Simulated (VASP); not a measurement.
Set up this calculation in VASP 6.6.1, as the native input.

```yaml
Task: relaxation of cell and atoms
Functional: PBE
Potentials_or_basis: VASP PAW PBE potentials, release 64 (Zr_sv, H)
Cutoff: 600 eV
k_mesh: 6 × 6 × 4
Occupations: gaussian, width 0.1 eV
Spin: no spin polarisation
Dipole_correction: no
Further_INCAR_settings: ALGO = Normal; EDIFF = 1e-06; IBRION = 2; EDIFFG = -0.04; NSW = 90; ISIF = 3
```

The structure of Zr2H3 lies in POSCAR:

```
Zr2H3
1.0
    3.6161732618      0.0000000000      0.0000000000
    0.0000000000      3.6161732618      0.0000000000
    0.0000000000      0.0000000000      5.6205575035
Zr H
2 3
Direct
    0.5000000000      0.5000000000      0.5000000000
    0.5000000000      0.5000000000      0.0000000000
    0.5000000000      0.0000000000      0.0000000000
    0.0000000000      0.5000000000      0.0000000000
    0.0000000000      0.0000000000      0.0000000000
```

The cell was built from a structure type or drawn by symmetry, and may not be a known phase.

These files were run (other wordings do the same):

INCAR

```
SYSTEM = Zr2H3
PREC     = Accurate       ! precision mode
ENCUT    = 600            ! plane-wave cutoff, eV
EDIFF    = 1E-6           ! SCF threshold, eV
ISMEAR   = 0              ! smearing method
SIGMA    = 0.1            ! smearing width, eV
LREAL    = .FALSE.        ! projectors in reciprocal space
LASPH    = .TRUE.         ! aspherical terms in the spheres
NELM     = 80             ! most SCF steps
ALGO     = Normal         ! electronic algorithm
ISIF     = 3              ! what is computed and relaxed
LWAVE    = .FALSE.        ! write WAVECAR
LCHARG   = .FALSE.        ! write CHGCAR
GGA      = PE             ! functional
IBRION   = 2              ! ionic algorithm
NSW      = 90             ! ionic steps
EDIFFG   = -0.04          ! ionic threshold
```

KPOINTS

```
Automatic mesh
0
G
  6 6 4
  0 0 0
```

Potentials or basis: VASP PAW PBE potentials, release 64 (Zr_sv, H).

Run with:

```console
$ cat potpaw_PBE.64/Zr_sv/POTCAR potpaw_PBE.64/H/POTCAR > POTCAR
$ mpirun -np 1 vasp_std > vasp.out
```

Results of the run:

```
Relaxed volume                        : 14.74 Å³/atom
Relaxed cell                          : a = 3.618 Å, b = 3.618 Å, c = 5.632 Å, α = 90.00°, β = 90.00°, γ = 90.00°
Space group after relaxing (to 0.1 Å) : P4/mmm (No. 123)
Energy gained by relaxing             : 0.1 meV/atom
Ionic steps                           : 2
Pressure after relaxing               : 0.1 GPa
Band gap on the k mesh                : zero (an odd number of electrons rules out a gap without spin polarisation)
```

Wall time 32 s on 1 thread of Intel(R) Xeon(R) 6975P-C (Granite Rapids) (shared host), peak memory 0.22 GiB.
